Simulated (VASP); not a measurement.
CdSe: single point with PBEsol

CdSe:

```xyz
2
Lattice="-0.3345 3.4975 3.0413 3.0413 -0.3345 3.0413 2.7068 3.1630 0.0000" Properties=species:S:1:pos:R:3 pbc="T T T"
Cd    0.0000    0.0000    0.0000
Se    4.0601    4.7444    4.5620
```

This cell differs from its parent crystal: engineering shear strain xz -0.2200, normal strain along z +0.1500.

```yaml
Program: VASP 6.6.1
Task: single point
Functional: PBEsol
Potentials_or_basis: VASP PAW PBE potentials, release 64 (Cd, Se)
Cutoff: 520 eV
k_mesh: 10 × 10 × 10
Occupations: gaussian, width 0.05 eV
Spin: no spin polarisation
```

```yaml
Pressure: -3.0 GPa
Largest_force: 0.491 eV/Å
Band_gap_on_the_k_mesh: 0.32 eV
```

Forces on the atoms (eV/Å):
```
Cd   0.000  0.000  0.491
Se   0.000  0.000 -0.491
```

Stress tensor (GPa, compression positive):
```
-1.93  5.04  0.00
 5.04 -4.60  0.00
 0.00  0.00 -2.41
```

Levels at points of the mesh, in eV from the valence-band top:
| k point | band 6 | band 7 | band 8 | band 9 | band 10 | band 11 | band 12 | band 13 |
| --- | --- | --- | --- | --- | --- | --- | --- | --- |
| (0.00, 0.00, 0.00) | -7.59 | -0.70 | -0.50 | 0.00 | 0.32 | 4.78 | 5.83 | 6.91 |
| (0.50, 0.00, 0.00) | -7.44 | -3.86 | -0.69 | -0.36 | 2.16 | 5.44 | 6.42 | 7.23 |
| (0.50, 0.50, 0.00) | -7.31 | -3.54 | -2.28 | -1.12 | 2.17 | 3.94 | 8.20 | 8.40 |
| (0.00, 0.00, 0.50) | -7.33 | -4.04 | -1.36 | -0.73 | 1.46 | 5.31 | 6.53 | 7.28 |
| (0.50, 0.00, 0.50) | -7.42 | -4.26 | -1.34 | -1.23 | 3.30 | 3.80 | 6.91 | 8.72 |
| (0.00, 0.50, 0.50) | -7.27 | -3.62 | -1.90 | -1.63 | 2.85 | 2.90 | 7.07 | 8.09 |

Run time: 3.8 min on 1 thread of Intel Xeon 8259CL (shared host), peak memory 0.42 GiB.

Caveat: the cell differs from its parent crystal (engineering shear strain xz -0.2200, normal strain along z +0.1500); the PAW data sets were made with another functional, which shifts forces and pressure a little.
